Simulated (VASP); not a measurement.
Runs of VASP 6.6.1 on SiC. The structure is that of space group P6_3mc (No. 186), or close to it. The cells are those of the table. 

| task | cell | k mesh | cutoff (eV) | smearing | gap on the mesh (eV) | pressure (GPa) | largest force (eV/Å) |
| --- | --- | --- | --- | --- | --- | --- | --- |
| relaxation of cell and atoms | relaxed from a = 3.075, b = 3.075, c = 5.046 Å, angles 90.0, 90.0, 120.0°, 4 atoms | 12 × 12 × 6 | 600 | gaussian 0.02 eV | 2.66 | 0.0 | - |
| single point | a = 3.105, b = 3.105, c = 5.099 Å, angles 90.0, 90.0, 120.0°, 4 atoms | 12 × 12 × 6 | 520 | gaussian 0.02 eV | 2.70 | -6.5 | 0.01 |
| single point | a = 3.075, b = 3.075, c = 5.048 Å, angles 90.0, 90.0, 120.0°, 4 atoms | 12 × 12 × 6 | 660 | gaussian 0.02 eV | 2.66 | -0.4 | - |
| single point | a = 3.045, b = 3.045, c = 4.996 Å, angles 90.0, 90.0, 120.0°, 4 atoms | 12 × 12 × 6 | 520 | gaussian 0.02 eV | (b) | 7.2 | 0.01 |
| single point | a = 3.075, b = 3.075, c = 5.048 Å, angles 90.0, 90.0, 120.0°, 4 atoms | 12 × 12 × 4 | 520 | gaussian 0.05 eV | 2.66 | (a) | - |

Alike in all rows: level r2SCAN; potentials or basis VASP PAW PBE potentials, release 64 (Si, C); no spin polarisation.

Estimate the missing entries.

(a) -0.2; (b) 2.62.

Caveats: the PAW data sets were made with another functional, which shifts forces and pressure a little.

A k mesh can miss the band edges.
